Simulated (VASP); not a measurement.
# Al (Fm-3m) in VASP: notebook

Al is run at these levels: r2SCANh; tasks: single point.

All numbers are computed with VASP 6.6.1; they aren't measurements. Logs are shortened: lines on timing, memory, paths and dates and some standing lists are left out, and cuts for length are marked.

### Step 1. The cell of the first run

The structure is cubic, space group Fm-3m (No. 225). The conventional cell has a = 4.050 Å, b = 4.050 Å, c = 4.050 Å, α = 90.00°, β = 90.00°, γ = 90.00°. Within 3.8 Å of Al (site symmetry m-3m) lie 12 Al at 2.86 Å.

### Step 2. Single point, r2SCANh

POSCAR reads:

```
Al
1.0
    0.0000000000      2.0248050000      2.0248050000
    2.0248050000      0.0000000000      2.0248050000
    2.0248050000      2.0248050000      0.0000000000
Al
1
Direct
    0.0000000000      0.0000000000      0.0000000000
```

INCAR.step1 reads:

```
ALGO = Normal ; EDIFF = 1E-5
ENCUT = 520 ; GGA = PE
ISIF = 2 ; ISMEAR = -1
LASPH = T ; LCHARG = F
LREAL = F ; LWAVE = T
NBANDS = 8 ; NELM = 100
PREC = Accurate ; SIGMA = 0.05
```

INCAR.step2 reads:

```
AEXX = 0.1 ; ALGO = Normal
EDIFF = 1E-6 ; ENCUT = 520
ISIF = 2 ; ISMEAR = -1
ISTART = 1 ; LASPH = T
LCHARG = F ; LHFCALC = T
LMIXTAU = T ; LREAL = F
LWAVE = F ; METAGGA = R2SCAN
NBANDS = 8 ; NELM = 100
PREC = Accurate ; PRECFOCK = Normal
SIGMA = 0.05
```

KPOINTS reads:

```
k-points
0
Gamma
  6 6 6
```

Potentials or basis: VASP PAW PBE potentials, release 64 (Al).

Started as:

```
$ cat potpaw_PBE.64/Al/POTCAR > POTCAR
$ cp INCAR.step1 INCAR
$ mpirun -np 1 vasp_std > vasp.out
$ cp INCAR.step2 INCAR
$ mpirun -np 1 vasp_std > vasp.out
```

OUTCAR:

```text
AEXX = 0.1
   EDIFF = 1E-6
   ENCUT = 520
   ISIF = 2
   ISMEAR = -1
   ISTART = 1
   LASPH = T
   LHFCALC = T
   LREAL = F
   METAGGA = R2SCAN
   NELM = 100
   PREC = Accurate
   PRECFOCK = Normal

 ion  position               nearest neighbor table
   1  0.000  0.000  0.000-

  LATTYP: Found a face centered cubic cell.
 ALAT       =     4.0496100000

  Lattice vectors:

 A1 = (   0.0000000000,   2.0248050000,   2.0248050000)
 A2 = (   2.0248050000,   0.0000000000,   2.0248050000)
 A3 = (   2.0248050000,   2.0248050000,   0.0000000000)

Analysis of symmetry for initial positions (statically):
=====================================================================
 Subroutine PRICEL returns:
 Original cell was already a primitive cell.

 Routine SETGRP: Setting up the symmetry group for a
 face centered cubic supercell.

 Subroutine GETGRP returns: Found 48 space group operations
[... 9 lines left out ...]

 Routine SETGRP: Setting up the symmetry group for a
 face centered cubic supercell.

 Subroutine GETGRP returns: Found 48 space group operations
 (whereof 48 operations were pure point group operations)
 out of a pool of 48 trial point group operations.

The dynamic configuration has the point symmetry O_h .

 Subroutine INISYM returns: Found 48 space group operations
 (whereof 48 operations are pure point group operations),
 and found     1 'primitive' translations

----------------------------------------------------------------------------------------

                                     Primitive cell

  volume of cell :      16.6027

  direct lattice vectors                    reciprocal lattice vectors
     0.000000000  2.024805000  2.024805000    -0.246937359  0.246937359  0.246937359
     2.024805000  0.000000000  2.024805000     0.246937359 -0.246937359  0.246937359
     2.024805000  2.024805000  0.000000000     0.246937359  0.246937359 -0.246937359

  length of vectors
     2.863506692  2.863506692  2.863506692     0.427708053  0.427708053  0.427708053

  position of ions in fractional coordinates (direct lattice)
     0.000000000  0.000000000  0.000000000

  ion indices of the primitive-cell ions
   primitive index   ion index
                 1           1

----------------------------------------------------------------------------------------

 KPOINTS: k-points

Automatic generation of k-mesh.
 Grid dimensions read from file:
 generate k-points for:    6    6    6

 Generating k-lattice:

  Cartesian coordinates                     Fractional coordinates (reciprocal lattice)
    -0.041156227  0.041156227  0.041156227     0.166666667  0.000000000  0.000000000
     0.041156227 -0.041156227  0.041156227     0.000000000  0.166666667  0.000000000
     0.041156227  0.041156227 -0.041156227     0.000000000  0.000000000  0.166666667

  Length of vectors
     0.071284675  0.071284675  0.071284675

  Shift w.r.t. Gamma in fractional coordinates (k-lattice)
     0.000000000  0.000000000  0.000000000

 Subroutine IBZKPT returns following result:
 ===========================================

 Found     16 irreducible k-points:

 Following reciprocal coordinates:
            Coordinates               Weight
  0.000000  0.000000  0.000000      1.000000
  0.166667  0.000000  0.000000      8.000000
  0.333333  0.000000  0.000000      8.000000
  0.500000  0.000000  0.000000      4.000000
  0.166667  0.166667  0.000000      6.000000
  0.333333  0.166667  0.000000     24.000000
[... 8 lines left out ...]
 -0.333333  0.333333  0.166667     24.000000
 -0.333333  0.500000  0.166667     12.000000
   k-points           NKPTS =     16   k-points in BZ     NKDIM =    216   number of bands    NBANDS=      8
   number of dos      NEDOS =    301   number of ions     NIONS =      1
   total plane-waves  NPLWV =  13824
   dimension x,y,z NGX =    24 NGY =   24 NGZ =   24
   dimension x,y,z NGXF=    48 NGYF=   48 NGZF=   48
   ions per type =               1
   NGX,Y,Z   is equivalent  to a cutoff of  13.93, 13.93, 13.93 a.u.
   NGXF,Y,Z  is equivalent  to a cutoff of  27.87, 27.87, 27.87 a.u.
 SYSTEM =  unknown system
   PREC   = accura    normal or accurate (medium, high low for compatibility)
   ISTART =      1    job   : 0-new  1-cont  2-samecut
   ICHARG =      0    charge: 1-file 2-atom 10-const
   ISPIN  =      1    spin polarized calculation?
   LNONCOLLINEAR =      F non collinear calculations
   LSORBIT =      F    spin-orbit coupling
   LASPH  =      T    aspherical Exc in radial PAW
   ENCUT  =  520.0 eV  38.22 Ry    6.18 a.u.   5.32  5.32  5.32*2*pi/ulx,y,z
   NELM   =    100;   NELMIN=  2; NELMDL=  0     # of ELM steps
   EDIFF  = 0.1E-05   stopping-criterion for ELM
   LREAL  =      F    real-space projection
   EDIFFG = 0.1E-04   stopping-criterion for IOM
   NSW    =      0    number of steps for IOM
   IBRION =     -1    ionic relax: 0-MD 1-quasi-New 2-CG
   NFREE  =      0    steps in history (QN), initial steepest desc. (CG)
   ISIF   =      2    stress and relaxation
   ISYM   =      3    0-nonsym 1-usesym 2-fastsym
   POTIM  = 0.5000    time-step for ionic-motion
   TEBEG  =    0.0;   TEEND  =   0.0 temperature during run
   PSTRESS=    0.0 pullay stress
   NELECT =       3.0000    total number of electrons
   NUPDOWN=      -1.0000    fix difference up-down
   EMIN   =  10.00;   EMAX   =-10.00  energy-range for DOS
   EFERMI =   0.00;   METHOD = LEGACY
   ISMEAR =    -1;   SIGMA  =   0.05  broadening in eV -4-tet -1-fermi 0-gaus
   EFERMI_NEDOS =   21; number of points for ismear=-14 and -15
   IALGO  =     38    algorithm
   IMIX   =      1    mixing-type and parameters
     AMIX     =   0.40;   BMIX     =  1.00
     AMIX_MAG =   1.60;   BMIX_MAG =  1.00
  volume/ion in A,a.u.               =      16.60       112.04
  Fermi-wavevector in a.u.,A,eV,Ry     =   0.925526  1.748991 11.654733  0.856599
  Thomas-Fermi vector in A             =   2.051390
   LORBIT       =      0    0 simple, 1 ext, 2 COOP (PROOUT), +10 PAW based schemes
   METAGGA = R2SCAN    functional components
   LHFCALC =     T    Hartree Fock is set to
   PRECFOCK=normal    Normal, Fast or Accurate (Low or Medium for compatibility)
   ENCUT4O =  -1.0   cutoff for four orbital integrals eV
   NKREDX  =     1    reduce k-point grid by
   NKREDY  =     1    reduce k-point grid by
   NKREDZ  =     1    reduce k-point grid by
   AEXX    =    0.1000 exact exchange contribution
   HFSCREEN=    0.0000 screening length (either q_TF or 0.3 A-1)
   HFSCREENC=   0.0000 screening length for correlation (either q_TF or 0.3 A-1)
   ENCUTFOCK=  -1.0 apply spherical cutoff to Coloumb kernel
   IVDW    =     0    specifies the selected vdW correction
   LEPSILON=     F    determine dielectric tensor
   LRPA    =     F    only Hartree local field effects (RPA)
 non-spin polarized calculation
  energy-cutoff  :      520.00
  volume of cell :       16.60
 maximum number of plane-waves:       459
 NGX is ok and might be reduce to    24
  NGX = 16; NGY = 16; NGZ = 16

 number of electron       3.0000000 magnetization

 Free energy of the ion-electron system (eV)
  ---------------------------------------------------
  ext. energy  EPLUGINS =         0.00000000
  ---------------------------------------------------
  free energy    TOTEN  =        -6.77610732 eV

  energy without entropy =       -6.77151756  energy(sigma->0) =       -6.77381244

 E-fermi :   8.4692     XC(G=0):  -9.8985

 val. band max:        7.1174978954   @ k =  -0.3333   0.5000   0.1667
 cond. band min:       8.4955180948   @ k =  -0.3333   0.3333   0.0000
 fundamental gap:      1.3780201994
 Fermi energy:         8.4692118605

 k-point     1 :       0.0000    0.0000    0.0000
  band No.  band energies     occupation
      1      -4.5369      2.00000
      2      21.7137      0.00000
      3      21.7137      0.00000
      4      21.7137      0.00000
      5      23.4814      0.00000
      6      23.4814      0.00000
      7      23.4814      0.00000
      8      25.6487      0.00000

 k-point     2 :       0.1667    0.0000    0.0000
  band No.  band energies     occupation
      1      -3.7104      2.00000
      2      15.3512      0.00000
      3      20.4221      0.00000
      4      20.4221      0.00000
      5      23.8489      0.00000
      6      25.4907      0.00000
      7      25.4907      0.00000
      8      26.6491      0.00000

 k-point     3 :       0.3333    0.0000    0.0000
  band No.  band energies     occupation
      1      -1.2510      2.00000
      2       8.6004      0.13530
      3      19.8110      0.00000
      4      19.8110      0.00000
      5      22.5775      0.00000
      6      22.5775      0.00000
      7      23.5486      0.00000
      8      26.7408      0.00000

 k-point     4 :       0.5000    0.0000    0.0000
  band No.  band energies     occupation
      1       2.5867      2.00000
      2       3.0357      2.00000
      3      20.4547      0.00000
      4      20.4547      0.00000
      5      20.5922      0.00000
      6      20.5922      0.00000
      7      24.2231      0.00000
      8      24.7402      0.00000

 k-point     5 :       0.1667    0.1667    0.0000
  band No.  band energies     occupation
      1      -3.4357      2.00000
      2      17.9338      0.00000
      3      17.9338      0.00000
      4      17.9847      0.00000
      5      21.4631      0.00000
      6      21.6652      0.00000
      7      28.7109      0.00000
      8      28.7109      0.00000
[... 89 lines left out ...]
 k-point    14 :       0.5000    0.3333    0.1667
  band No.  band energies     occupation
      1       0.9100      2.00000
      2       9.9265      0.00000
      3      11.5947      0.00000
      4      14.0474      0.00000
      5      21.9397      0.00000
      6      23.8189      0.00000
      7      25.8201      0.00000
      8      32.8572      0.00000

 k-point    15 :      -0.3333    0.3333    0.1667
  band No.  band energies     occupation
      1       4.6813      2.00000
      2       5.1481      2.00000
      3      11.3073      0.00000
      4      12.1787      0.00000
      5      23.2838      0.00000
      6      23.7623      0.00000
      7      28.5081      0.00000
      8      29.7243      0.00000

 k-point    16 :      -0.3333    0.5000    0.1667
  band No.  band energies     occupation
      1       5.5471      2.00000
      2       7.1175      2.00000
      3       8.9121      0.00028
      4      10.8191      0.00000
      5      20.9955      0.00000
      6      23.0903      0.00000
      7      29.6063      0.00000
      8      30.8040      0.00000

------------------------ aborting loop because EDIFF is reached ----------------------------------------

  FORCE on cell =-STRESS in cart. coord.  units (eV):
  Direction    XX          YY          ZZ          XY          YZ          ZX
  --------------------------------------------------------------------------------------
  -------------------------------------------------------------------------------------
  Total       -0.3245340     -0.3245340     -0.3245340     -0.0000000     -0.0000000      0.0000000
  in kB      -31.3177979    -31.3177979    -31.3177979     -0.0000000     -0.0000000      0.0000000
  external PRESSURE =     -31.3177979 kB  Pullay stress =       0.0000000 kB

 VOLUME and BASIS-vectors are now :
 -----------------------------------------------------------------------------
  energy-cutoff  :      520.00
  volume of cell :       16.60
      direct lattice vectors                 reciprocal lattice vectors
     0.000000000  2.024805000  2.024805000    -0.246937359  0.246937359  0.246937359
     2.024805000  0.000000000  2.024805000     0.246937359 -0.246937359  0.246937359
     2.024805000  2.024805000  0.000000000     0.246937359  0.246937359 -0.246937359

 POSITION                                       TOTAL-FORCE (eV/Angst)
 -----------------------------------------------------------------------------------
      0.00000      0.00000      0.00000         0.000000     -0.000000     -0.000000
 -----------------------------------------------------------------------------------
    total drift:                               -0.000000     -0.000000      0.000000

  FREE ENERGIE OF THE ION-ELECTRON SYSTEM (eV)
  ---------------------------------------------------
  free  energy   TOTEN  =        -6.7761073248 eV

  energy  without entropy=       -6.7715175596  energy(sigma->0) =       -6.77381244
```

Run time: 41 s. Hardware: 1 thread of Intel Xeon 6975P-C (Granite Rapids), shared host; peak memory 0.14 GiB.

Results:

- Free energy: -6.7761 eV
- Pressure: -3.1 GPa

Caveat: the k points lie up to 0.45 Å⁻¹ apart; the PAW data sets were made with another functional, which shifts forces and pressure a little.

### Step 3. Single point, r2SCANh

This run uses another cell than the first one, of 16.93 Å³/atom, 1.020 times its volume.

POSCAR reads:

```
Al
1.0
    0.0000000000      2.0382146954      2.0382146954
    2.0382146954      0.0000000000      2.0382146954
    2.0382146954      2.0382146954      0.0000000000
Al
1
Direct
    0.0000000000      0.0000000000      0.0000000000
```

INCAR.step1 reads:

```
PREC = Accurate
ENCUT = 520
EDIFF = 1E-5
ISMEAR = -1
SIGMA = 0.05
LREAL = F
LASPH = T
NELM = 100
ALGO = Normal
ISIF = 2
LWAVE = T
LCHARG = F
GGA = PE
NBANDS = 8
```

INCAR.step2 reads:

```
PREC = Accurate
ENCUT = 520
EDIFF = 1E-6
ISMEAR = -1
SIGMA = 0.05
LREAL = F
LASPH = T
NELM = 100
ALGO = Normal
ISIF = 2
LWAVE = F
LCHARG = F
METAGGA = R2SCAN
LHFCALC = T
AEXX = 0.1
LMIXTAU = T
PRECFOCK = Normal
ISTART = 1
NBANDS = 8
```

KPOINTS reads:

```
regular mesh
0
Gamma
  6 6 6
```

Potentials or basis: VASP PAW PBE potentials, release 64 (Al).

Started as:

```
$ cat potpaw_PBE.64/Al/POTCAR > POTCAR
$ cp INCAR.step1 INCAR
$ mpirun -np 1 vasp_std > vasp.out
$ cp INCAR.step2 INCAR
$ mpirun -np 1 vasp_std > vasp.out
```

It took 47 s on 1 thread of Intel Xeon 6975P-C (Granite Rapids), shared host; peak memory 0.14 GiB.

It converged, with:

| Item | Value |
| --- | --- |
| Free energy | -6.7681 eV |
| Pressure | -4.6 GPa |

Levels at points of the mesh, in eV from the Fermi level:
```csv
k point,band 1,band 2,band 3,band 4,band 5
"(0.00, 0.00, 0.00)",-12.83,13.17,13.17,13.17,14.78
"(0.50, 0.00, 0.00)",-5.76,-5.37,11.93,11.93,11.94
"(0.50, 0.50, 0.00)",-3.87,-2.32,5.35,5.74,5.74
```

Caveat: the k points lie up to 0.44 Å⁻¹ apart; the PAW data sets were made with another functional, which shifts forces and pressure a little.

### Step 4. Single point, r2SCANh

This run uses another cell than the first one, of 17.27 Å³/atom, 1.040 times its volume.

POSCAR reads:

```
Al
1.0
    0.0000000000      2.0514502267      2.0514502267
    2.0514502267      0.0000000000      2.0514502267
    2.0514502267      2.0514502267      0.0000000000
Al
1
Direct
    0.0000000000      0.0000000000      0.0000000000
```

Edit INCAR.step1 of step 3 so:

```diff
@@ -7,3 +7,3 @@
 LASPH = T
-NELM = 100
+NELM = 80
 ALGO = Normal
@@ -11,3 +11,2 @@
 LWAVE = T
-LCHARG = F
 GGA = PE
```

INCAR.step2 reads:

```
PREC = Accurate
ENCUT = 520
EDIFF = 1E-7
ISMEAR = -1
SIGMA = 0.05
LREAL = F
LASPH = T
NELM = 80
ALGO = Normal
ISIF = 2
LWAVE = F
LCHARG = T
METAGGA = R2SCAN
LHFCALC = T
AEXX = 0.1
LMIXTAU = T
PRECFOCK = Normal
LELF = T
LVHAR = T
ISTART = 1
NBANDS = 8
```

KPOINTS reads:

```
Automatic mesh
0
Gamma
  6 6 6
```

Started as:

```
$ cat potpaw_PBE.64/Al/POTCAR > POTCAR
$ cp INCAR.step1 INCAR
$ mpirun -np 1 vasp_std > vasp.out
$ cp INCAR.step2 INCAR
$ mpirun -np 1 vasp_std > vasp.out
```

It took 62 s on 1 thread of Intel Xeon 6975P-C (Granite Rapids), shared host; peak memory 0.14 GiB.

Results (log left out):

```
Free energy : -6.7573 eV
Pressure    : -5.9 GPa
```

Levels at points of the mesh, in eV from the Fermi level:
| k point | band 1 | band 2 | band 3 | band 4 | band 5 | band 6 |
| --- | --- | --- | --- | --- | --- | --- |
| (0.00, 0.00, 0.00) | -12.65 | 13.09 | 13.09 | 13.09 | 14.55 | 14.55 |
| (0.50, 0.00, 0.00) | -5.64 | -5.31 | 11.76 | 11.76 | 11.87 | 11.87 |
| (0.50, 0.50, 0.00) | -3.78 | -2.28 | 5.38 | 5.68 | 5.68 | 9.33 |

Caveat: the k points lie up to 0.44 Å⁻¹ apart; the PAW data sets were made with another functional, which shifts forces and pressure a little.

[end of part 1 of 2]
